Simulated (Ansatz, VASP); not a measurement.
PbS: VASP beside Ansatz

File POSCAR:

```
PbS
1.0
    3.6351320144      0.0000000000      0.0000000000
    0.0000000000      3.6351320144      0.0000000000
    0.0000000000      0.0000000000      3.6351320144
Pb S
1 1
Direct
    0.0000000000      0.0000000000      0.0000000000
    0.5000000000      0.5000000000      0.5000000000
```

File INCAR.step1:

```
PREC = Accurate
ENCUT = 520
ISMEAR = -1
SIGMA = 0.02
LREAL = F
LASPH = T
NELM = 60
NBANDS = 17
GGA = PE
ALGO = Normal
EDIFF = 1E-4
LWAVE = T
LCHARG = F
```

The input INCAR.step2:

```
PREC = Accurate
ENCUT = 520
EDIFF = 1E-6
ISMEAR = -1
SIGMA = 0.02
LREAL = F
LASPH = T
NELM = 60
ALGO = Normal
ISIF = 2
LWAVE = F
LCHARG = F
METAGGA = R2SCAN
LMIXTAU = T
NBANDS = 17
ISTART = 1
```

File KPOINTS:

```
Automatic mesh
0
Gamma
  8 8 8
```

Input for Ansatz:

```yaml
crystal:
  lattice:
    - [3.6351320144, 0.0, 0.0]
    - [0.0, 3.6351320144, 0.0]
    - [0.0, 0.0, 3.6351320144]
  atoms:
    - { symbol: Pb, position: [0.0, 0.0, 0.0] }
    - { symbol: S, position: [0.5, 0.5, 0.5] }
kpoints:
  mp_grid: { grid: [8, 8, 8] }
  band_path:
    path:
      - [0.0, 0.0, 0.0]
      - [0.0, 0.5, 0.0]
      - [0.5, 0.5, 0.0]
      - [0.5, 0.5, 0.5]
      - [0.125, 0.125, 0.25]
    npoints: 1
hamiltonian:
  xc: r2scan
scf:
  occupations: { method: fermi_dirac, width: 0.02 }
  n_extra_bands: 4
output:
  forces: true
  stress: true
  eigenvalues: true
```

Alike in both runs: task single point; functional r2SCAN; k mesh 8 × 8 × 8; occupations fermi-dirac, width 0.02 eV; no spin polarisation.

```csv
,VASP,Ansatz
version,VASP 6.6.1,Ansatz 0.2.0
potentials or method,"VASP PAW PBE potentials, release 64 (Pb_d, S)","plane waves, PAW"
plane-wave cutoff (eV),520,500
valence electrons in the cell,20,20
```

```csv
,VASP,Ansatz,Ansatz less VASP
pressure (GPa),0.1,0.1,+0.01
```

VASP's potentials were made for PBE, not for r2SCAN.

Spin-orbit coupling is off throughout.
